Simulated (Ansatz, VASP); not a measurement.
# WC in VASP and in Ansatz

```
W C
1.0
     2.90050    0.00000    0.00000
    -1.45025    2.51191    0.00000
     0.00000    0.00000    2.82900
W C
1 1
Direct
  0.96552 0.00000 0.00000
  0.66667 0.33333 0.50000
```

Alike in both runs: task single point; functional PBE; k mesh 18 × 18 × 16; occupations gaussian, width 0.15 eV; no spin polarisation.

```csv
,VASP,Ansatz
version,VASP 6.6.1,Ansatz 0.2.0
potentials or method,"VASP PAW PBE potentials, release 64 (W_sv, C), cutoff 520 eV","scalar-relativistic, plane waves, PAW"
valence electrons in the cell,18,18
```

Ansatz gave:

* gap on the k mesh at the Fermi level (eV): none
* pressure (GPa): 10.0
* traceless stress, the component that is largest in VASP (GPa): -4.39
* rms of the force components (eV/Å): 0.926

Question: Which values does VASP return?

Answer: gap on the k mesh at the Fermi level (eV): none; pressure (GPa): 11.2; traceless stress, the component that is largest in VASP (GPa): -4.49; rms of the force components (eV/Å): 0.930.

Atom by atom the forces differ by 0.004 eV/Å (rms over components). A gap of «none» marks a metal or a gap that the smearing closes. The functional is the same, so the differences come from potentials, cutoffs and numerics.

Neither program's run includes spin-orbit coupling.
